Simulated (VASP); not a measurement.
# Pt in VASP: further runs, part 2 of 3

VASP 6.6.1. The steps go on from the part before.

**3. Single point, LDA (normal strain along x -0.0825, normal strain along z +0.0175)**

Input file INCAR:

```
SYSTEM = Pt
ALGO = Fast
EDIFF = 1E-6
ENCUT = 520
GGA = CA
ISIF = 2
ISMEAR = 0
LASPH = .TRUE.
LCHARG = .FALSE.
LREAL = .FALSE.
LWAVE = .FALSE.
NBANDS = 11
NELM = 100
PREC = Accurate
SIGMA = 0.15
```

Input file KPOINTS:

```
k-points
0
G
  20 20 20
  0 0 0
```

Input file POSCAR:

```
Pt
1.0
    0.0000000000      1.9468328700      1.9809024452
    1.7862191582      0.0000000000      1.9809024452
    1.7862191582      1.9468328700      0.0000000000
Pt
1
Direct
    0.0000000000      0.0000000000      0.0000000000
```

Potentials or basis: VASP PAW LDA potentials, release 64 (Pt).

Started as:

```
$ cat potpaw_LDA.64/Pt/POTCAR > POTCAR
$ mpirun -np 1 vasp_std > vasp.out
```

OUTCAR:

```text
SYSTEM = Pt
   EDIFF = 1E-6
   ENCUT = 520
   GGA = CA
   ISIF = 2
   ISMEAR = 0
   LASPH = .TRUE.
   LREAL = .FALSE.
   NELM = 100
   PREC = Accurate

 ion  position               nearest neighbor table
   1  0.000  0.000  0.000-

  LATTYP: Found a face centered orthorhombic cell.
 ALAT       =     3.5724383164
 B/A-ratio  =     1.0899182561
 C/A-ratio  =     1.1089918256

  Lattice vectors:

 A1 = (   0.0000000000,   1.9468328700,   1.9809024452)
 A2 = (   1.7862191582,   0.0000000000,   1.9809024452)
 A3 = (   1.7862191582,   1.9468328700,   0.0000000000)

Analysis of symmetry for initial positions (statically):
=====================================================================
 Subroutine PRICEL returns:
 Original cell was already a primitive cell.

 Routine SETGRP: Setting up the symmetry group for a
 face centered orthorhombic supercell.

 Subroutine GETGRP returns: Found  8 space group operations
 (whereof  8 operations were pure point group operations)
 out of a pool of  8 trial point group operations.

The static configuration has the point symmetry D_2h.

Analysis of symmetry for dynamics (positions and initial velocities):
=====================================================================
 Subroutine PRICEL returns:
 Original cell was already a primitive cell.

 Routine SETGRP: Setting up the symmetry group for a
 face centered orthorhombic supercell.

 Subroutine GETGRP returns: Found  8 space group operations
 (whereof  8 operations were pure point group operations)
 out of a pool of  8 trial point group operations.

The dynamic configuration has the point symmetry D_2h.

 Subroutine INISYM returns: Found  8 space group operations
 (whereof  8 operations are pure point group operations),
 and found     1 'primitive' translations

----------------------------------------------------------------------------------------

                                     Primitive cell

  volume of cell :      13.7771

  direct lattice vectors                    reciprocal lattice vectors
     0.000000000  1.946832870  1.980902445    -0.279920858  0.256827388  0.252410209
     1.786219158  0.000000000  1.980902445     0.279920858 -0.256827388  0.252410209
     1.786219158  1.946832870  0.000000000     0.279920858  0.256827388 -0.252410209

  length of vectors
     2.777432757  2.667312014  2.642108458     0.456099668  0.456099668  0.456099668

  position of ions in fractional coordinates (direct lattice)
     0.000000000  0.000000000  0.000000000

  ion indices of the primitive-cell ions
   primitive index   ion index
                 1           1

----------------------------------------------------------------------------------------

 KPOINTS: k-points

Automatic generation of k-mesh.
 Grid dimensions read from file:
 generate k-points for:   20   20   20

 Generating k-lattice:

  Cartesian coordinates                     Fractional coordinates (reciprocal lattice)
    -0.013996043  0.012841369  0.012620510     0.050000000  0.000000000  0.000000000
     0.013996043 -0.012841369  0.012620510    -0.000000000  0.050000000 -0.000000000
     0.013996043  0.012841369 -0.012620510     0.000000000  0.000000000  0.050000000

  Length of vectors
     0.022804983  0.022804983  0.022804983

  Shift w.r.t. Gamma in fractional coordinates (k-lattice)
     0.000000000  0.000000000  0.000000000

 Subroutine IBZKPT returns following result:
 ===========================================

 Found   1166 irreducible k-points:

 Following reciprocal coordinates:
            Coordinates               Weight
  0.000000  0.000000  0.000000      1.000000
  0.050000  0.000000  0.000000      8.000000
  0.100000 -0.000000 -0.000000      8.000000
  0.150000  0.000000  0.000000      8.000000
  0.200000 -0.000000 -0.000000      8.000000
  0.250000  0.000000  0.000000      8.000000
[... 16 lines left out ...]
 -0.400000  0.050000  0.000000      8.000000
 -0.350000  0.050000  0.000000      8.000000
 [... further k-points ...]
   k-points           NKPTS =   1166   k-points in BZ     NKDIM =   1166   number of bands    NBANDS=     11
   number of dos      NEDOS =    301   number of ions     NIONS =      1
   total plane-waves  NPLWV =   9600
   dimension x,y,z NGX =    24 NGY =   20 NGZ =   20
   dimension x,y,z NGXF=    48 NGYF=   40 NGZF=   40
   ions per type =               1
   NGX,Y,Z   is equivalent  to a cutoff of  14.37, 12.47, 12.58 a.u.
   NGXF,Y,Z  is equivalent  to a cutoff of  28.73, 24.93, 25.17 a.u.
 SYSTEM =  Pt
   PREC   = accura    normal or accurate (medium, high low for compatibility)
   ISTART =      0    job   : 0-new  1-cont  2-samecut
   ICHARG =      2    charge: 1-file 2-atom 10-const
   ISPIN  =      1    spin polarized calculation?
   LNONCOLLINEAR =      F non collinear calculations
   LSORBIT =      F    spin-orbit coupling
   LASPH  =      T    aspherical Exc in radial PAW
   ENCUT  =  520.0 eV  38.22 Ry    6.18 a.u.   5.16  4.96  4.91*2*pi/ulx,y,z
   NELM   =    100;   NELMIN=  2; NELMDL= -5     # of ELM steps
   EDIFF  = 0.1E-05   stopping-criterion for ELM
   LREAL  =      F    real-space projection
   EDIFFG = 0.1E-04   stopping-criterion for IOM
   NSW    =      0    number of steps for IOM
   IBRION =     -1    ionic relax: 0-MD 1-quasi-New 2-CG
   NFREE  =      0    steps in history (QN), initial steepest desc. (CG)
   ISIF   =      2    stress and relaxation
   ISYM   =      2    0-nonsym 1-usesym 2-fastsym
   POTIM  = 0.5000    time-step for ionic-motion
   TEBEG  =    0.0;   TEEND  =   0.0 temperature during run
   PSTRESS=    0.0 pullay stress
   NELECT =      10.0000    total number of electrons
   NUPDOWN=      -1.0000    fix difference up-down
   EMIN   =  10.00;   EMAX   =-10.00  energy-range for DOS
   EFERMI =   0.00;   METHOD = LEGACY
   ISMEAR =     0;   SIGMA  =   0.15  broadening in eV -4-tet -1-fermi 0-gaus
   EFERMI_NEDOS =   21; number of points for ismear=-14 and -15
   IALGO  =     68    algorithm
   IMIX   =      4    mixing-type and parameters
     AMIX     =   0.40;   BMIX     =  1.00
     AMIX_MAG =   1.60;   BMIX_MAG =  1.00
  volume/ion in A,a.u.               =      13.78        92.97
  Fermi-wavevector in a.u.,A,eV,Ry     =   1.471260  2.780278 29.451239  2.164605
  Thomas-Fermi vector in A             =   2.586417
   LORBIT       =      0    0 simple, 1 ext, 2 COOP (PROOUT), +10 PAW based schemes
   GGA     = CA    functional components
   LHFCALC =     F    Hartree Fock is set to
   AEXX    =    0.0000 exact exchange contribution
   IVDW    =     0    specifies the selected vdW correction
   LEPSILON=     F    determine dielectric tensor
   LRPA    =     F    only Hartree local field effects (RPA)
 non-spin polarized calculation
 RMM-DIIS sequential band-by-band and
 Gauss-broadening in eV      SIGMA  =   0.15
  energy-cutoff  :      520.00
  volume of cell :       13.78
 maximum number of plane-waves:       386
 NGX is ok and might be reduce to    24
   NGX = 11   NGY =  9   NGZ =  9

 number of electron      10.0000000 magnetization

 Free energy of the ion-electron system (eV)
  ---------------------------------------------------
  ext. energy  EPLUGINS =         0.00000000
  ---------------------------------------------------
  free energy    TOTEN  =        -7.40761388 eV

  energy without entropy =       -7.39116315  energy(sigma->0) =       -7.39938851

 E-fermi :  12.9548     XC(G=0): -14.2147

 val. band max:       12.9547399845   @ k =  -0.4500   0.1500   0.0500
 cond. band min:      12.9584623486   @ k =  -0.3000   0.2000   0.3000
 fundamental gap:      0.0037223642
 Fermi energy:        12.9548175125

 k-point     1 :       0.0000    0.0000    0.0000
  band No.  band energies     occupation
      1       1.6948      2.00000
      2       8.1190      2.00000
      3       8.3777      2.00000
      4       9.4325      2.00000
      5      10.3313      2.00000
      6      11.7547      2.00000
      7      27.4648      0.00000
      8      31.5657      0.00000
      9      32.0241      0.00000
     10      34.8734      0.00000
     11      38.8223      0.00000
[... 309 lines left out ...]
 k-point    24 :      -0.3500    0.0500    0.0000
  band No.  band energies     occupation
      1       4.7233      2.00000
      2       8.0714      2.00000
      3       9.3907      2.00000
      4       9.7059      2.00000
      5      12.0178      2.00000
      6      12.9778      0.82843
      7      22.7701      0.00000
      8      27.8225      0.00000
      9      32.9173      0.00000
     10      35.6494      0.00000
     11      38.4748      0.00000

 [... further k-points ...]
[... 5 lines left out ...]
  --------------------------------------------------------------------------------------
  -------------------------------------------------------------------------------------
  Total        2.8580182      2.3102082      1.9376693      0.0000000      0.0000000      0.0000000
  in kB      332.3679014    268.6613555    225.3376447      0.0000000      0.0000000      0.0000000
  external PRESSURE =     275.4556339 kB  Pullay stress =       0.0000000 kB

 VOLUME and BASIS-vectors are now :
 -----------------------------------------------------------------------------
  energy-cutoff  :      520.00
  volume of cell :       13.78
      direct lattice vectors                 reciprocal lattice vectors
     0.000000000  1.946832870  1.980902445    -0.279920858  0.256827388  0.252410209
     1.786219158  0.000000000  1.980902445     0.279920858 -0.256827388  0.252410209
     1.786219158  1.946832870  0.000000000     0.279920858  0.256827388 -0.252410209

 POSITION                                       TOTAL-FORCE (eV/Angst)
 -----------------------------------------------------------------------------------
      0.00000      0.00000      0.00000         0.000000      0.000000      0.000000
 -----------------------------------------------------------------------------------
    total drift:                                0.000000      0.000000      0.000000

  FREE ENERGIE OF THE ION-ELECTRON SYSTEM (eV)
  ---------------------------------------------------
  free  energy   TOTEN  =        -7.4076138782 eV

  energy  without entropy=       -7.3911631504  energy(sigma->0) =       -7.39938851
```

OSZICAR:

```text
N       E                     dE             d eps       ncg     rms          rms(c)
DAV:   1     0.396882385150E+02    0.39688E+02   -0.54399E+03 26071   0.855E+02
DAV:   2    -0.719926846718E+01   -0.46888E+02   -0.45073E+02 29350   0.182E+02
DAV:   3    -0.781778017758E+01   -0.61851E+00   -0.61571E+00 30275   0.199E+01
DAV:   4    -0.782004830070E+01   -0.22681E-02   -0.22680E-02 29782   0.141E+00
DAV:   5    -0.782006430009E+01   -0.15999E-04   -0.15999E-04 30354   0.108E-01    0.172E+01
RMM:   6    -0.746742580494E+01    0.35264E+00   -0.29309E-01 25820   0.463E+00    0.905E+00
RMM:   7    -0.741257110876E+01    0.54855E-01   -0.74994E-02 27095   0.246E+00    0.262E+00
RMM:   8    -0.740774041643E+01    0.48307E-02   -0.97775E-03 27590   0.922E-01    0.531E-01
RMM:   9    -0.740760138913E+01    0.13903E-03   -0.77977E-04 30181   0.234E-01    0.789E-02
RMM:  10    -0.740761479562E+01   -0.13406E-04   -0.12915E-04 29901   0.861E-02    0.867E-02
RMM:  11    -0.740763381837E+01   -0.19023E-04   -0.46164E-05 28631   0.570E-02    0.140E-01
RMM:  12    -0.740761722683E+01    0.16592E-04   -0.52925E-05 27722   0.585E-02    0.348E-02
RMM:  13    -0.740761568383E+01    0.15430E-05   -0.17325E-06 25626   0.101E-02    0.241E-02
RMM:  14    -0.740761415514E+01    0.15287E-05   -0.87451E-07 16620   0.786E-03    0.998E-03
RMM:  15    -0.740761387817E+01    0.27698E-06   -0.19718E-07 15361   0.367E-03
   1 F= -.74076139E+01 E0= -.73993885E+01  d E =-.164507E-01
```

stdout:

```text
POSCAR found type information on POSCAR Pt
 POSCAR found :  1 types and       1 ions
 scaLAPACK will be used
 LDA part: xc-table for (Slater(with rela. corr.)+CA(PZ))
 , standard interpolation
 POSCAR, INCAR and KPOINTS ok, starting setup
 FFT: planning ... GRIDC
 FFT: planning ... GRID_SOFT
 FFT: planning ... GRID
 WAVECAR not read
 entering main loop
```

Run time: 2.8 min. Hardware: 1 thread of Intel Xeon Platinum 8375C at 2.90GHz (Ice Lake), shared host; peak memory 0.27 GiB.

Results:

- Free energy: -7.4076 eV
- Pressure: 27.5 GPa
- Band gap on the k mesh: zero (band 5 reaches 14.07 eV, above the bottom of band 6 at 10.92 eV)

Levels at points of the mesh, in eV from the Fermi level:
```
           k point  band 1  band 2  band 3  band 4  band 5  band 6  band 7  band 8  band 9  band 10
(0.00, 0.00, 0.00)  -11.26   -4.84   -4.58   -3.52   -2.62   -1.20   14.51   18.61   19.07    21.92
(0.50, 0.00, 0.00)   -8.32   -5.07   -3.76   -0.78   -0.24    0.45    6.70   13.79   18.73    20.65
(0.50, 0.50, 0.00)   -8.19   -7.56    0.02    0.17    0.84    0.97    8.90   12.03   12.93    22.22
(0.50, 0.00, 0.50)   -8.16   -7.52   -0.07    0.06    1.12    1.19    9.40   11.66   12.70    22.07
(0.00, 0.50, 0.50)   -8.04   -7.65    0.07    0.53    0.78    3.05   10.45   10.59   11.76    20.60
```

Caveat: the cell differs from its parent crystal (normal strain along x -0.0825, normal strain along z +0.0175); spin-orbit coupling is left out, which moves the levels of the heavy elements.

**4. Single point, LDA (normal strain along x +0.1100, normal strain along z +0.0000)**

Input file INCAR:

```
SYSTEM = Pt
PREC = Accurate ; ENCUT = 520
EDIFF = 1E-6 ; ISMEAR = 0
SIGMA = 0.15 ; LREAL = .False.
LASPH = .True. ; NELM = 60
ALGO = Normal ; ISIF = 2
LWAVE = .False. ; LCHARG = .True.
GGA = CA ; LELF = .True.
LVHAR = .True. ; NBANDS = 11
```

Input file KPOINTS:

```
regular mesh
0
Gamma
  20 20 20
  0 0 0
```

Input file POSCAR:

```
Pt
1.0
    0.0000000000      1.9468328700      1.9468328700
    2.1609844857      0.0000000000      1.9468328700
    2.1609844857      1.9468328700      0.0000000000
Pt
1
Direct
    0.0000000000      0.0000000000      0.0000000000
```

Started as:

```
$ cat potpaw_LDA.64/Pt/POTCAR > POTCAR
$ mpirun -np 1 vasp_std > vasp.out
```

Wall time 99 s (1 thread of Intel Xeon Platinum 8375C at 2.90GHz (Ice Lake), shared host); peak memory 0.22 GiB.

It converged, with:

- Free energy: -7.3574 eV
- Pressure: -22.4 GPa
- Band gap on the k mesh: zero (band 5 reaches 10.51 eV, above the bottom of band 6 at 8.15 eV)

Stress tensor (GPa, compression positive):
```
-28.34   0.00   0.00
  0.00 -19.46   0.00
  0.00   0.00 -19.46
```

Levels at points of the mesh, in eV from the Fermi level:
```
           k point  band 1  band 2  band 3  band 4  band 5  band 6  band 7  band 8  band 9  band 10
(0.00, 0.00, 0.00)   -9.31   -4.04   -2.85   -2.85   -2.10   -0.76   15.03   17.90   20.06    20.06
(0.50, 0.00, 0.00)   -6.48   -3.85   -2.79   -0.15   -0.08    0.27    5.35   13.99   17.84    19.48
(0.50, 0.50, 0.00)   -6.14   -5.70   -0.09   -0.05    0.95    2.62    8.96   10.40   10.79    19.01
(0.00, 0.50, 0.50)   -6.34   -5.85    0.16    0.39    0.39    0.82    6.43   12.37   12.37    20.28
```

Caveat: the cell differs from its parent crystal (normal strain along x +0.1100, normal strain along z +0.0000); spin-orbit coupling is left out, which moves the levels of the heavy elements.

(Continued in part 3 of 3.)
